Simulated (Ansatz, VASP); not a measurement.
**One calculation of TaCo3, two programs**

```
Ta Co
1.0
     3.25861    0.00000    0.00000
     0.00000    3.25861    0.00000
     0.00000    0.00000    3.25861
Ta Co
1 3
Direct
  0.00000 0.00000 0.00000
  0.00000 0.50000 0.50000
  0.50000 0.00000 0.50000
  0.50000 0.50000 0.00000
```

Change from the starting cell: volume scaled by 0.7, no spin polarisation, PAW files.

Alike in both runs: task single point; functional LDA; k mesh 9 × 9 × 9; occupations fermi-dirac, width 0.08 eV; no spin polarisation.

|  | VASP | Ansatz |
| --- | --- | --- |
| version | VASP 6.6.1 | Ansatz 0.2.0 |
| potentials or method | VASP PAW LDA potentials, release 64 (Ta_pv, Co) | PAW with Ansatz's default frozen-core files, scalar-relativistic |
| plane-wave cutoff (eV) | 520 | 420 |
| valence electrons in the cell | 38 | 64 |

VASP gave:

| Item | Value |
| --- | --- |
| pressure (GPa) | 137.9 |

What did Ansatz give for the same quantities?

Pressure (GPa): 136.5.

LDA's correlation is that of Perdew and Zunger in VASP and of Perdew and Wang (1992) in Ansatz. Both programs put the cell under a high pressure, so it lies far from rest at this level. VASP's potentials hold 38 valence electrons a cell and Ansatz's 64, so a difference there can come from the potentials and not from the codes.

Neither program's run includes spin-orbit coupling. Noted on VASP's run: the cell as given lies far from equilibrium.
